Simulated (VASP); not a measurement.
A run of VASP 6.6.1 is set up as follows.

Contents of POSCAR:

```
Tc
1.0
    0.0000000000      1.9209962425      1.9209962425
    1.9209962425      0.0000000000      1.9209962425
    1.9209962425      1.9209962425      0.0000000000
Tc
1
Direct
    0.0000000000      0.0000000000      0.0000000000
```

File INCAR.step1:

```
ALGO = Normal ; EDIFF = 1E-4
ENCUT = 520 ; GGA = PE
ISMEAR = -1 ; LASPH = True
LCHARG = False ; LREAL = False
LWAVE = True ; NBANDS = 12
NELM = 80 ; PREC = Accurate
SIGMA = 0.05
```

INCAR.step2

```
ALGO = Normal ; BPARAM = 11.95
CPARAM = 0.0093 ; EDIFF = 1E-7
ENCUT = 520 ; ISIF = 2
ISMEAR = -1 ; ISTART = 1
IVDW_NL = 2 ; LASPH = True
LCHARG = False ; LMIXTAU = True
LREAL = False ; LUSE_VDW = True
LWAVE = False ; METAGGA = R2SCAN
NBANDS = 12 ; NELM = 80
PREC = Accurate ; SIGMA = 0.05
```

KPOINTS

```
k-points
0
Gamma
  12 12 12
```

Potentials or basis: VASP PAW PBE potentials, release 64 (Tc_pv).

Launch:

```sh
$ cat potpaw_PBE.64/Tc_pv/POTCAR > POTCAR
$ cp INCAR.step1 INCAR
$ mpirun -np 1 vasp_std > vasp.out
$ cp INCAR.step2 INCAR
$ mpirun -np 1 vasp_std > vasp.out
```

(1) What does it give for the pressure?

## Answers

(1) 1.0 GPa.

Caveat: the PAW data sets were made with another functional, which shifts forces and pressure a little.
